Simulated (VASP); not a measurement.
# AgCl (Fm-3m) in VASP: single point with PBEsol

Aim: the single point of AgCl with PBEsol.

All numbers are computed with VASP 6.6.1; they aren't measurements. Logs are shortened: lines on timing, memory, paths and dates and some standing lists are left out, and cuts for length are marked.

## Step 1: The cell of the first run

Symmetry: Fm-3m, No. 225, cubic system. The conventional cell has a = 5.537 Å, b = 5.537 Å, c = 5.537 Å, α = 90.00°, β = 90.00°, γ = 90.00°. Within 3.6 Å of Ag (site symmetry m-3m) lie 6 Cl at 2.77 Å. Cl (site symmetry m-3m) has 6 Ag at 2.77 Å within 3.6 Å.

## Step 2: Single point, PBEsol (strained)

INCAR reads:

```
SYSTEM = AgCl
  ALGO = Normal
  EDIFF = 1E-6
  ENCUT = 500
  GGA = PS
  GGA_COMPAT = .FALSE.
  ISIF = 2
  ISMEAR = 0
  LASPH = .TRUE.
  LCHARG = .FALSE.
  LREAL = .FALSE.
  LWAVE = .FALSE.
  NBANDS = 16
  NELM = 120
  PREC = Accurate
  SIGMA = 0.02
```

KPOINTS reads:

```
k-points
0
G
  8 8 8
  0 0 0
```

POSCAR reads:

```
AgCl
1.0
    0.0000000000      2.7682692560      2.7682692560
    2.7682692560      0.0000000000      2.7682692560
    2.7682692560      2.7682692560      0.0000000000
Ag Cl
1 1
Direct
    0.5000000000      0.5000000000      0.5000000000
    0.0000000000      0.0000000000      0.0000000000
```

Potentials or basis: VASP PAW PBE potentials, release 64 (Ag, Cl).

Run with:

```bash
$ cat potpaw_PBE.64/Ag/POTCAR potpaw_PBE.64/Cl/POTCAR > POTCAR
$ mpirun -np 1 vasp_std > vasp.out
```

OUTCAR:

```text
SYSTEM = AgCl
   EDIFF = 1E-6
   ENCUT = 500
   GGA = PS
   ISIF = 2
   ISMEAR = 0
   LASPH = .TRUE.
   LREAL = .FALSE.
   NELM = 120
   PREC = Accurate

 ion  position               nearest neighbor table
   1  0.500  0.500  0.500-   2 2.77   2 2.77   2 2.77   2 2.77   2 2.77   2 2.77
   2  0.000  0.000  0.000-   1 2.77   1 2.77   1 2.77   1 2.77   1 2.77   1 2.77

  LATTYP: Found a face centered cubic cell.
 ALAT       =     5.5365385120

  Lattice vectors:

 A1 = (   0.0000000000,   2.7682692560,   2.7682692560)
 A2 = (   2.7682692560,   0.0000000000,   2.7682692560)
 A3 = (   2.7682692560,   2.7682692560,   0.0000000000)

Analysis of symmetry for initial positions (statically):
=====================================================================
 Subroutine PRICEL returns:
 Original cell was already a primitive cell.

 Routine SETGRP: Setting up the symmetry group for a
 face centered cubic supercell.

 Subroutine GETGRP returns: Found 48 space group operations
 (whereof 48 operations were pure point group operations)
 out of a pool of 48 trial point group operations.

The static configuration has the point symmetry O_h .

Analysis of symmetry for dynamics (positions and initial velocities):
=====================================================================
 Subroutine PRICEL returns:
 Original cell was already a primitive cell.

 Routine SETGRP: Setting up the symmetry group for a
 face centered cubic supercell.

 Subroutine GETGRP returns: Found 48 space group operations
 (whereof 48 operations were pure point group operations)
 out of a pool of 48 trial point group operations.

The dynamic configuration has the point symmetry O_h .

 Subroutine INISYM returns: Found 48 space group operations
 (whereof 48 operations are pure point group operations),
 and found     1 'primitive' translations

----------------------------------------------------------------------------------------

                                     Primitive cell

  volume of cell :      42.4282

  direct lattice vectors                    reciprocal lattice vectors
     0.000000000  2.768269256  2.768269256    -0.180618269  0.180618269  0.180618269
     2.768269256  0.000000000  2.768269256     0.180618269 -0.180618269  0.180618269
     2.768269256  2.768269256  0.000000000     0.180618269  0.180618269 -0.180618269

  length of vectors
     3.914923926  3.914923926  3.914923926     0.312840018  0.312840018  0.312840018

  position of ions in fractional coordinates (direct lattice)
     0.500000000  0.500000000  0.500000000
     0.000000000  0.000000000  0.000000000

  ion indices of the primitive-cell ions
   primitive index   ion index
                 1           1
                 2           2

----------------------------------------------------------------------------------------

 KPOINTS: k-points

Automatic generation of k-mesh.
 Grid dimensions read from file:
 generate k-points for:    8    8    8

 Generating k-lattice:

  Cartesian coordinates                     Fractional coordinates (reciprocal lattice)
    -0.022577284  0.022577284  0.022577284     0.125000000  0.000000000  0.000000000
     0.022577284 -0.022577284  0.022577284     0.000000000  0.125000000  0.000000000
     0.022577284  0.022577284 -0.022577284     0.000000000  0.000000000  0.125000000

  Length of vectors
     0.039105002  0.039105002  0.039105002

  Shift w.r.t. Gamma in fractional coordinates (k-lattice)
     0.000000000  0.000000000  0.000000000

 Subroutine IBZKPT returns following result:
 ===========================================

 Found     29 irreducible k-points:

 Following reciprocal coordinates:
            Coordinates               Weight
  0.000000  0.000000  0.000000      1.000000
  0.125000  0.000000  0.000000      8.000000
  0.250000  0.000000  0.000000      8.000000
  0.375000  0.000000  0.000000      8.000000
  0.500000  0.000000  0.000000      4.000000
  0.125000  0.125000  0.000000      6.000000
[... 16 lines left out ...]
  0.500000  0.250000  0.125000     48.000000
 -0.375000  0.250000  0.125000     24.000000
 [... further k-points ...]
   k-points           NKPTS =     29   k-points in BZ     NKDIM =     29   number of bands    NBANDS=     16
   number of dos      NEDOS =    301   number of ions     NIONS =      2
   total plane-waves  NPLWV =  27000
   dimension x,y,z NGX =    30 NGY =   30 NGZ =   30
   dimension x,y,z NGXF=    60 NGYF=   60 NGZF=   60
   ions per type =               1   1
   NGX,Y,Z   is equivalent  to a cutoff of  12.74, 12.74, 12.74 a.u.
   NGXF,Y,Z  is equivalent  to a cutoff of  25.48, 25.48, 25.48 a.u.
 SYSTEM =  AgCl
   PREC   = accura    normal or accurate (medium, high low for compatibility)
   ISTART =      0    job   : 0-new  1-cont  2-samecut
   ICHARG =      2    charge: 1-file 2-atom 10-const
   ISPIN  =      1    spin polarized calculation?
   LNONCOLLINEAR =      F non collinear calculations
   LSORBIT =      F    spin-orbit coupling
   LASPH  =      T    aspherical Exc in radial PAW
   ENCUT  =  500.0 eV  36.75 Ry    6.06 a.u.   7.14  7.14  7.14*2*pi/ulx,y,z
   NELM   =    120;   NELMIN=  2; NELMDL= -5     # of ELM steps
   EDIFF  = 0.1E-05   stopping-criterion for ELM
   LREAL  =      F    real-space projection
   EDIFFG = 0.1E-04   stopping-criterion for IOM
   NSW    =      0    number of steps for IOM
   IBRION =     -1    ionic relax: 0-MD 1-quasi-New 2-CG
   NFREE  =      0    steps in history (QN), initial steepest desc. (CG)
   ISIF   =      2    stress and relaxation
   ISYM   =      2    0-nonsym 1-usesym 2-fastsym
   POTIM  = 0.5000    time-step for ionic-motion
   TEBEG  =    0.0;   TEEND  =   0.0 temperature during run
   PSTRESS=    0.0 pullay stress
   NELECT =      18.0000    total number of electrons
   NUPDOWN=      -1.0000    fix difference up-down
   EMIN   =  10.00;   EMAX   =-10.00  energy-range for DOS
   EFERMI =   0.00;   METHOD = LEGACY
   ISMEAR =     0;   SIGMA  =   0.02  broadening in eV -4-tet -1-fermi 0-gaus
   EFERMI_NEDOS =   21; number of points for ismear=-14 and -15
   IALGO  =     38    algorithm
   IMIX   =      4    mixing-type and parameters
     AMIX     =   0.40;   BMIX     =  1.00
     AMIX_MAG =   1.60;   BMIX_MAG =  1.00
  volume/ion in A,a.u.               =      21.21       143.16
  Fermi-wavevector in a.u.,A,eV,Ry     =   1.230120  2.324589 20.588257  1.513194
  Thomas-Fermi vector in A             =   2.364980
   LORBIT       =      0    0 simple, 1 ext, 2 COOP (PROOUT), +10 PAW based schemes
   GGA     = PS    functional components
   LHFCALC =     F    Hartree Fock is set to
   AEXX    =    0.0000 exact exchange contribution
   IVDW    =     0    specifies the selected vdW correction
   LEPSILON=     F    determine dielectric tensor
   LRPA    =     F    only Hartree local field effects (RPA)
 non-spin polarized calculation
 Gauss-broadening in eV      SIGMA  =   0.02
  energy-cutoff  :      500.00
  volume of cell :       42.43
 maximum number of plane-waves:      1090
 NGX is ok and might be reduce to    30
   NGX = 15   NGY = 15   NGZ = 15

 number of electron      18.0000006 magnetization

 Free energy of the ion-electron system (eV)
  ---------------------------------------------------
  ext. energy  EPLUGINS =         0.00000000
  ---------------------------------------------------
  free energy    TOTEN  =        -6.04478406 eV

  energy without entropy =       -6.04478406  energy(sigma->0) =       -6.04478406

 E-fermi :   3.8893     XC(G=0): -10.2433

 val. band max:        3.7802791479   @ k =   0.5000   0.0000   0.0000
 cond. band min:       4.5089287752   @ k =   0.0000   0.0000   0.0000
 fundamental gap:      0.7286496273
 Fermi energy:         3.8892984597

 k-point     1 :       0.0000    0.0000    0.0000
  band No.  band energies     occupation
      1     -11.3981      2.00000
      2       1.2838      2.00000
      3       1.2838      2.00000
      4       1.2838      2.00000
      5       1.3235      2.00000
      6       1.3235      2.00000
[... 8 lines left out ...]
     15      16.9722      0.00000
     16      16.9722      0.00000

 k-point     2 :       0.1250    0.0000    0.0000
  band No.  band energies     occupation
      1     -11.3357      2.00000
      2       0.5615      2.00000
      3       0.6319      2.00000
      4       0.6319      2.00000
      5       1.3402      2.00000
      6       1.3402      2.00000
[... 8 lines left out ...]
     15      15.7251      0.00000
     16      16.3081      0.00000

 k-point     3 :       0.2500    0.0000    0.0000
  band No.  band energies     occupation
      1     -11.1784      2.00000
      2      -0.4963      2.00000
      3       0.0501      2.00000
      4       0.0501      2.00000
      5       1.4708      2.00000
      6       1.4708      2.00000
[... 8 lines left out ...]
     15      15.9703      0.00000
     16      16.1899      0.00000

 k-point     4 :       0.3750    0.0000    0.0000
  band No.  band energies     occupation
      1     -11.0106      2.00000
      2      -1.2920      2.00000
      3      -0.3203      2.00000
      4      -0.3203      2.00000
      5       1.6070      2.00000
      6       1.6070      2.00000
[... 8 lines left out ...]
     15      16.8507      0.00000
     16      16.8507      0.00000

 k-point     5 :       0.5000    0.0000    0.0000
  band No.  band energies     occupation
      1     -10.9377      2.00000
      2      -1.5842      2.00000
      3      -0.4472      2.00000
      4      -0.4472      2.00000
      5       1.6652      2.00000
      6       1.6652      2.00000
[... 8 lines left out ...]
     15      17.4564      0.00000
     16      17.4564      0.00000

 k-point     6 :       0.1250    0.1250    0.0000
  band No.  band energies     occupation
      1     -11.3172      2.00000
      2       0.0740      2.00000
      3       0.9213      2.00000
      4       0.9213      2.00000
      5       1.2327      2.00000
      6       1.3518      2.00000
[... 8 lines left out ...]
     15      17.5830      0.00000
     16      17.6926      0.00000

 k-point     7 :       0.2500    0.1250    0.0000
  band No.  band energies     occupation
      1     -11.1973      2.00000
      2      -0.5128      2.00000
      3       0.3528      2.00000
      4       0.4315      2.00000
      5       1.3028      2.00000
      6       1.4894      2.00000
[... 8 lines left out ...]
     15      17.1713      0.00000
     16      17.6443      0.00000

 k-point     8 :       0.3750    0.1250    0.0000
  band No.  band energies     occupation
      1     -11.0387      2.00000
      2      -1.0569      2.00000
      3      -0.2304      2.00000
      4      -0.0644      2.00000
      5       1.4539      2.00000
      6       1.6319      2.00000
[... 8 lines left out ...]
     15      17.5400      0.00000
     16      17.5850      0.00000

 k-point     9 :       0.5000    0.1250    0.0000
  band No.  band energies     occupation
      1     -10.9356      2.00000
      2      -1.4033      2.00000
      3      -0.4376      2.00000
      4      -0.3557      2.00000
      5       1.6013      2.00000
      6       1.6801      2.00000
[... 8 lines left out ...]
     15      17.6156      0.00000
     16      18.2747      0.00000
[... 172 lines left out ...]
 k-point    19 :       0.5000    0.3750    0.0000
  band No.  band energies     occupation
      1     -10.9233      2.00000
      2      -0.7037      2.00000
      3       0.1601      2.00000
      4       0.3322      2.00000
      5       1.1891      2.00000
      6       1.7433      2.00000
[... 8 lines left out ...]
     15      18.6262      0.00000
     16      19.1843      0.00000

 k-point    20 :      -0.3750    0.3750    0.0000
  band No.  band energies     occupation
      1     -10.8952      2.00000
      2      -0.5294      2.00000
      3      -0.4951      2.00000
      4      -0.0702      2.00000
      5       1.4194      2.00000
      6       1.7277      2.00000
[... 8 lines left out ...]
     15      17.4267      0.00000
     16      19.6710      0.00000

 k-point    21 :       0.5000    0.5000    0.0000
  band No.  band energies     occupation
      1     -10.9203      2.00000
      2      -0.6503      2.00000
      3       0.6643      2.00000
      4       0.6643      2.00000
      5       0.9401      2.00000
      6       1.5194      2.00000
[... 8 lines left out ...]
     15      18.9412      0.00000
     16      18.9412      0.00000

 k-point    22 :       0.3750    0.2500    0.1250
  band No.  band energies     occupation
      1     -11.0821      2.00000
      2      -0.8753      2.00000
      3      -0.0353      2.00000
      4       0.3285      2.00000
      5       1.3798      2.00000
      6       1.5887      2.00000
[... 8 lines left out ...]
     15      17.8771      0.00000
     16      19.0366      0.00000

 k-point    23 :       0.5000    0.2500    0.1250
  band No.  band energies     occupation
      1     -10.9623      2.00000
      2      -1.0924      2.00000
      3      -0.3318      2.00000
      4      -0.0800      2.00000
      5       1.5036      2.00000
      6       1.6724      2.00000
[... 8 lines left out ...]
     15      18.0950      0.00000
     16      18.8451      0.00000

 k-point    24 :      -0.3750    0.2500    0.1250
  band No.  band energies     occupation
      1     -10.9113      2.00000
      2      -1.1589      2.00000
      3      -0.3872      2.00000
      4      -0.3329      2.00000
      5       1.5961      2.00000
      6       1.6668      2.00000
[... 8 lines left out ...]
     15      17.1951      0.00000
     16      18.6791      0.00000

 [... further k-points ...]
[... 5 lines left out ...]
  --------------------------------------------------------------------------------------
  -------------------------------------------------------------------------------------
  Total       -0.6643368     -0.6643368     -0.6643368     -0.0000000      0.0000000     -0.0000000
  in kB      -25.0867207    -25.0867207    -25.0867207     -0.0000000      0.0000000     -0.0000000
  external PRESSURE =     -25.0867207 kB  Pullay stress =       0.0000000 kB

 VOLUME and BASIS-vectors are now :
 -----------------------------------------------------------------------------
  energy-cutoff  :      500.00
  volume of cell :       42.43
      direct lattice vectors                 reciprocal lattice vectors
     0.000000000  2.768269256  2.768269256    -0.180618269  0.180618269  0.180618269
     2.768269256  0.000000000  2.768269256     0.180618269 -0.180618269  0.180618269
     2.768269256  2.768269256  0.000000000     0.180618269  0.180618269 -0.180618269

 POSITION                                       TOTAL-FORCE (eV/Angst)
 -----------------------------------------------------------------------------------
      2.76827      2.76827      2.76827        -0.000000     -0.000000      0.000000
      0.00000      0.00000      0.00000         0.000000      0.000000     -0.000000
 -----------------------------------------------------------------------------------
    total drift:                                0.000000      0.000000      0.000000

  FREE ENERGIE OF THE ION-ELECTRON SYSTEM (eV)
  ---------------------------------------------------
  free  energy   TOTEN  =        -6.0447840570 eV

  energy  without entropy=       -6.0447840570  energy(sigma->0) =       -6.04478406
```

Wall time 24 s (1 thread of Intel Xeon 8259CL, shared host); peak memory 0.17 GiB.

Results:

- Free energy: -6.0448 eV
- Pressure: -2.5 GPa
- Band gap on the k mesh: 0.73 eV (least direct gap 3.06 eV)

Levels at points of the mesh, in eV from the valence-band top:
```csv
k point,band 6,band 7,band 8,band 9,band 10,band 11,band 12,band 13
"(0.00, 0.00, 0.00)",-2.46,-2.35,-2.35,-2.35,0.73,10.74,10.74,10.74
"(0.50, 0.00, 0.00)",-2.12,-1.80,0.00,0.00,4.02,6.47,7.52,7.52
"(0.50, 0.50, 0.00)",-2.26,-1.99,-1.99,-1.91,2.23,7.85,8.48,11.38
```

Caveat: the cell differs from its parent crystal (strained); the PAW data sets were made with another functional, which shifts forces and pressure a little. A k mesh can miss the band edges.
